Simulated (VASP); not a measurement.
# SrWN2 (P-3m1) in VASP: single point with PBE

Aim: the single point of SrWN2 with PBE.

All numbers are computed with VASP 6.6.1; they aren't measurements. Logs are shortened: lines on timing, memory, paths and dates and some standing lists are left out, and cuts for length are marked.

**1. The cell of the first run**

It takes space group P-3m1 (No. 164, trigonal). Conventional cell: a = 3.153 Å, b = 3.153 Å, c = 6.089 Å, α = 90.00°, β = 90.00°, γ = 120.00°. Sr (site symmetry -3m) has 6 N at 2.60 Å and 2 W at 3.04 Å and 6 Sr at 3.15 Å within 3.4 Å. W (site symmetry -3m) has 6 N at 2.17 Å within 2.9 Å. N (site symmetry 3m) has 3 W at 2.17 Å and 3 Sr at 2.60 Å and 3 N at 2.98 Å within 3.0 Å.

**2. Single point, PBE**

Contents of POSCAR:

```
SrWN2
1.0
    3.1527437861      0.0000000000      0.0000000000
   -1.5763718930      2.7303562104      0.0000000000
    0.0000000000      0.0000000000      6.0887864204
Sr W N
1 1 2
Direct
    0.0000000000      0.0000000000      0.0000000000
    0.0000000000      0.0000000000      0.5000000000
    0.3333333333      0.6666666667      0.3058818381
    0.6666666667      0.3333333333      0.6941181619
```

Contents of INCAR.step1:

```
SYSTEM = SrWN2
PREC = Accurate
ENCUT = 520
EDIFF = 1E-6
ISMEAR = 0
SIGMA = 0.1
LREAL = .FALSE.
LASPH = .TRUE.
NELM = 120
ALGO = Normal
ISIF = 2
LWAVE = .FALSE.
LCHARG = .TRUE.
LMAXMIX = 4
GGA = PE
NBANDS = 25
GGA_COMPAT = .FALSE.
NEDOS = 2001
LORBIT = 11
```

Contents of KPOINTS.step1:

```
regular mesh
0
G
  18 18 8
  0 0 0
```

Contents of INCAR.step2:

```
SYSTEM = SrWN2
PREC = Accurate
ENCUT = 520
EDIFF = 1E-6
ISMEAR = -5
SIGMA = 0.1
LREAL = .FALSE.
LASPH = .TRUE.
NELM = 120
ALGO = Normal
ISIF = 2
LWAVE = .FALSE.
LCHARG = .FALSE.
LMAXMIX = 4
GGA = PE
LORBIT = 11
NBANDS = 25
NEDOS = 1001
ICHARG = 11
GGA_COMPAT = .FALSE.
```

Contents of KPOINTS.step2:

```
regular mesh
0
G
  27 27 12
  0 0 0
```

Potentials or basis: VASP PAW PBE potentials, release 64 (Sr_sv, W_sv, N).

Run with:

```sh
$ cat potpaw_PBE.64/Sr_sv/POTCAR potpaw_PBE.64/W_sv/POTCAR potpaw_PBE.64/N/POTCAR > POTCAR
$ cp INCAR.step1 INCAR
$ cp KPOINTS.step1 KPOINTS
$ mpirun -np 1 vasp_std > vasp.out
$ cp INCAR.step2 INCAR
$ cp KPOINTS.step2 KPOINTS
$ mpirun -np 1 vasp_std > vasp.out
```

OUTCAR:

```text
SYSTEM = SrWN2
   PREC = Accurate
   ENCUT = 520
   EDIFF = 1E-6
   ISMEAR = -5
   LREAL = .FALSE.
   LASPH = .TRUE.
   NELM = 120
   ISIF = 2
   GGA = PE
   LORBIT = 11
   ICHARG = 11

 ion  position               nearest neighbor table
   1  0.000  0.000  0.000-   3 2.60   4 2.60   3 2.60   4 2.60   4 2.60   3 2.60   2 3.04   2 3.04

   2  0.000  0.000  0.500-   3 2.17   4 2.17   3 2.17   4 2.17   4 2.17   3 2.17   1 3.04   1 3.04

   3  0.333  0.667  0.306-   2 2.17   2 2.17   2 2.17   1 2.60   1 2.60   1 2.60
   4  0.667  0.333  0.694-   2 2.17   2 2.17   2 2.17   1 2.60   1 2.60   1 2.60

  LATTYP: Found a hexagonal cell.
 ALAT       =     3.1527437861
 C/A-ratio  =     1.9312658540

  Lattice vectors:

 A1 = (   3.1527437861,   0.0000000000,   0.0000000000)
 A2 = (  -1.5763718930,   2.7303562104,   0.0000000000)
 A3 = (   0.0000000000,   0.0000000000,   6.0887864204)

Analysis of symmetry for initial positions (statically):
=====================================================================
 Subroutine PRICEL returns:
 Original cell was already a primitive cell.

 Routine SETGRP: Setting up the symmetry group for a
 hexagonal supercell.

 Subroutine GETGRP returns: Found 12 space group operations
 (whereof 12 operations were pure point group operations)
 out of a pool of 24 trial point group operations.

The static configuration has the point symmetry D_3d.

Analysis of symmetry for dynamics (positions and initial velocities):
=====================================================================
 Subroutine PRICEL returns:
 Original cell was already a primitive cell.

 Routine SETGRP: Setting up the symmetry group for a
 hexagonal supercell.

 Subroutine GETGRP returns: Found 12 space group operations
 (whereof 12 operations were pure point group operations)
 out of a pool of 24 trial point group operations.

The dynamic configuration has the point symmetry D_3d.

 Subroutine INISYM returns: Found 12 space group operations
 (whereof 12 operations are pure point group operations),
 and found     1 'primitive' translations

----------------------------------------------------------------------------------------

                                     Primitive cell

  volume of cell :      52.4130

  direct lattice vectors                    reciprocal lattice vectors
     3.152743786  0.000000000  0.000000000     0.317184036  0.183126289  0.000000000
    -1.576371893  2.730356210  0.000000000     0.000000000  0.366252578  0.000000000
     0.000000000  0.000000000  6.088786420     0.000000000  0.000000000  0.164236341

  length of vectors
     3.152743786  3.152743786  6.088786420     0.366252578  0.366252578  0.164236341

  position of ions in fractional coordinates (direct lattice)
     0.000000000  0.000000000  0.000000000
     0.000000000  0.000000000  0.500000000
     0.333333333  0.666666667  0.305881838
     0.666666667  0.333333333  0.694118162

  ion indices of the primitive-cell ions
   primitive index   ion index
                 1           1
                 2           2
                 3           3
                 4           4

----------------------------------------------------------------------------------------

 KPOINTS: regular mesh

Automatic generation of k-mesh.
 Grid dimensions read from file:
 generate k-points for:   27   27   12

 Generating k-lattice:

  Cartesian coordinates                     Fractional coordinates (reciprocal lattice)
     0.011747557  0.006782455  0.000000000     0.037037037  0.000000000  0.000000000
     0.000000000  0.013564910  0.000000000     0.000000000  0.037037037  0.000000000
     0.000000000  0.000000000  0.013686362     0.000000000  0.000000000  0.083333333

  Length of vectors
     0.013564910  0.013564910  0.013686362

  Shift w.r.t. Gamma in fractional coordinates (k-lattice)
     0.000000000  0.000000000  0.000000000

 TETIRR: Found  12968 inequivalent tetrahedra from    52488

 Subroutine IBZKPT returns following result:
 ===========================================

 Found    830 irreducible k-points:

 Following reciprocal coordinates:
            Coordinates               Weight
  0.000000  0.000000  0.000000      1.000000
  0.037037 -0.000000  0.000000      6.000000
  0.074074 -0.000000  0.000000      6.000000
  0.111111 -0.000000  0.000000      6.000000
  0.148148 -0.000000  0.000000      6.000000
  0.185185 -0.000000  0.000000      6.000000
[... 16 lines left out ...]
  0.333333  0.037037  0.000000     12.000000
  0.370370  0.037037  0.000000     12.000000
 [... further k-points ...]
   k-points           NKPTS =    830   k-points in BZ     NKDIM =    830   number of bands    NBANDS=     25
   number of dos      NEDOS =   1001   number of ions     NIONS =      4
   total plane-waves  NPLWV =  27648
   dimension x,y,z NGX =    24 NGY =   24 NGZ =   48
   dimension x,y,z NGXF=    48 NGYF=   48 NGZF=   96
   ions per type =               1   1   2
   NGX,Y,Z   is equivalent  to a cutoff of  12.66, 12.66, 13.11 a.u.
   NGXF,Y,Z  is equivalent  to a cutoff of  25.31, 25.31, 26.21 a.u.
 SYSTEM =  SrWN2
   PREC   = accura    normal or accurate (medium, high low for compatibility)
   ISTART =      0    job   : 0-new  1-cont  2-samecut
   ICHARG =     11    charge: 1-file 2-atom 10-const
   ISPIN  =      1    spin polarized calculation?
   LNONCOLLINEAR =      F non collinear calculations
   LSORBIT =      F    spin-orbit coupling
   LASPH  =      T    aspherical Exc in radial PAW
   ENCUT  =  520.0 eV  38.22 Ry    6.18 a.u.   5.86  5.86 11.32*2*pi/ulx,y,z
   NELM   =    120;   NELMIN=  2; NELMDL=  0     # of ELM steps
   EDIFF  = 0.1E-05   stopping-criterion for ELM
   LREAL  =      F    real-space projection
   EDIFFG = 0.1E-04   stopping-criterion for IOM
   NSW    =      0    number of steps for IOM
   IBRION =     -1    ionic relax: 0-MD 1-quasi-New 2-CG
   NFREE  =      0    steps in history (QN), initial steepest desc. (CG)
   ISIF   =      2    stress and relaxation
   ISYM   =      2    0-nonsym 1-usesym 2-fastsym
   POTIM  = 0.5000    time-step for ionic-motion
   TEBEG  =    0.0;   TEEND  =   0.0 temperature during run
   PSTRESS=    0.0 pullay stress
   NELECT =      34.0000    total number of electrons
   NUPDOWN=      -1.0000    fix difference up-down
   EMIN   =  10.00;   EMAX   =-10.00  energy-range for DOS
   EFERMI =   0.00;   METHOD = LEGACY
   ISMEAR =    -5;   SIGMA  =   0.10  broadening in eV -4-tet -1-fermi 0-gaus
   EFERMI_NEDOS =   21; number of points for ismear=-14 and -15
   IALGO  =     38    algorithm
   IMIX   =      4    mixing-type and parameters
     AMIX     =   0.40;   BMIX     =  1.00
     AMIX_MAG =   1.60;   BMIX_MAG =  1.00
  volume/ion in A,a.u.               =      13.10        88.43
  Fermi-wavevector in a.u.,A,eV,Ry     =   1.417169  2.678061 27.325495  2.008367
  Thomas-Fermi vector in A             =   2.538427
   LORBIT       =     11    0 simple, 1 ext, 2 COOP (PROOUT), +10 PAW based schemes
   GGA     = PE    functional components
   LHFCALC =     F    Hartree Fock is set to
   AEXX    =    0.0000 exact exchange contribution
   IVDW    =     0    specifies the selected vdW correction
   LEPSILON=     F    determine dielectric tensor
   LRPA    =     F    only Hartree local field effects (RPA)
 non-spin polarized calculation
 Fermi weights with tetrahedron method with Bloechl corrections
  energy-cutoff  :      520.00
  volume of cell :       52.41
 maximum number of plane-waves:      1428

 number of electron      33.9999996 magnetization

 Free energy of the ion-electron system (eV)
  ---------------------------------------------------
  ext. energy  EPLUGINS =         0.00000000
  ---------------------------------------------------
  free energy    TOTEN  =       -32.40809222 eV

  energy without entropy =      -32.40809222  energy(sigma->0) =      -32.40809222

 E-fermi :   7.9774     XC(G=0): -11.9007

 val. band max:        7.9854854523   @ k =   0.2593   0.2222   0.3333
 cond. band min:       7.9628793842   @ k =   0.0000   0.1111   0.2500
 fundamental gap:     -0.0226060681
 Fermi energy:         7.9773619691

 k-point     1 :       0.0000    0.0000    0.0000
  band No.  band energies     occupation
      1     -67.3275      2.00000
      2     -31.4550      2.00000
      3     -31.4550      2.00000
      4     -31.3036      2.00000
      5     -27.8069      2.00000
      6     -10.3963      2.00000
[... 17 lines left out ...]
     24      13.7793      0.00000
     25      13.8161      0.00000

 k-point     2 :       0.0370   -0.0000    0.0000
  band No.  band energies     occupation
      1     -67.3272      2.00000
      2     -31.4602      2.00000
      3     -31.4562      2.00000
      4     -31.3026      2.00000
      5     -27.8020      2.00000
      6     -10.3869      2.00000
[... 17 lines left out ...]
     24      13.7236      0.00000
     25      13.8715      0.00000

 k-point     3 :       0.0741   -0.0000    0.0000
  band No.  band energies     occupation
      1     -67.3265      2.00000
      2     -31.4756      2.00000
      3     -31.4597      2.00000
      4     -31.2999      2.00000
      5     -27.7874      2.00000
      6     -10.3587      2.00000
[... 552 lines left out ...]
 k-point    23 :       0.3333    0.0370    0.0000
  band No.  band energies     occupation
      1     -67.3120      2.00000
      2     -31.7555      2.00000
      3     -31.5270      2.00000
      4     -31.2480      2.00000
      5     -27.5013      2.00000
      6     -10.8573      2.00000
[... 17 lines left out ...]
     24      14.5297      0.00000
     25      15.4409      0.00000

 k-point    24 :       0.3704    0.0370    0.0000
  band No.  band energies     occupation
      1     -67.3103      2.00000
      2     -31.7859      2.00000
      3     -31.5344      2.00000
      4     -31.2422      2.00000
      5     -27.4678      2.00000
      6     -11.0229      2.00000
[... 17 lines left out ...]
     24      14.6667      0.00000
     25      15.5911      0.00000

 [... further k-points ...]
[... 5 lines left out ...]
  --------------------------------------------------------------------------------------
  -------------------------------------------------------------------------------------
  Total        0.3306787      0.3306787      0.3068777      0.0000000      0.0000000      0.0000000
  in kB       10.1082977     10.1082977      9.3807410      0.0000000      0.0000000      0.0000000
  external PRESSURE =       9.8657788 kB  Pullay stress =       0.0000000 kB

 VOLUME and BASIS-vectors are now :
 -----------------------------------------------------------------------------
  energy-cutoff  :      520.00
  volume of cell :       52.41
      direct lattice vectors                 reciprocal lattice vectors
     3.152743786  0.000000000  0.000000000     0.317184036  0.183126289  0.000000000
    -1.576371893  2.730356210  0.000000000     0.000000000  0.366252578  0.000000000
     0.000000000  0.000000000  6.088786420     0.000000000  0.000000000  0.164236341

 POSITION                                       TOTAL-FORCE (eV/Angst)
 -----------------------------------------------------------------------------------
      0.00000      0.00000      0.00000         0.000000      0.000000      0.000000
      0.00000      0.00000      3.04439         0.000000      0.000000      0.000000
     -0.00000      1.82024      1.86245         0.000000     -0.000000      0.002874
      1.57637      0.91012      4.22634        -0.000000      0.000000     -0.002874
 -----------------------------------------------------------------------------------
    total drift:                                0.000000      0.000000      0.000000

  FREE ENERGIE OF THE ION-ELECTRON SYSTEM (eV)
  ---------------------------------------------------
  free  energy   TOTEN  =       -32.4080922224 eV

  energy  without entropy=      -32.4080922224  energy(sigma->0) =      -32.40809222

 total charge

# of ion       s       p       d       tot
------------------------------------------
    1        2.031   5.820   0.428   8.279
    2        2.333   6.330   3.191  11.854
    3        1.244   2.437   0.000   3.681
    4        1.244   2.437   0.000   3.681
--------------------------------------------------
tot          6.852  17.024   3.619  27.495
```

It took 22 min on 1 thread of Intel Xeon 8259CL, shared host; peak memory 1.1 GiB.

What came out:

* Valence electrons inside the program's atomic spheres: Sr 8.28; W 11.85; N 3.68

Levels at points of the mesh, in eV from the Fermi level:
| k point | band 15 | band 16 | band 17 | band 18 | band 19 | band 20 |
| --- | --- | --- | --- | --- | --- | --- |
| (0.00, 0.00, 0.00) | -1.73 | -1.73 | -1.55 | -0.52 | -0.52 | 2.44 |
| (0.00, 0.00, 0.50) | -2.06 | -2.06 | -0.40 | -0.40 | 0.69 | 0.75 |

Caveat: spin-orbit coupling is left out, which moves the levels of the heavy elements.
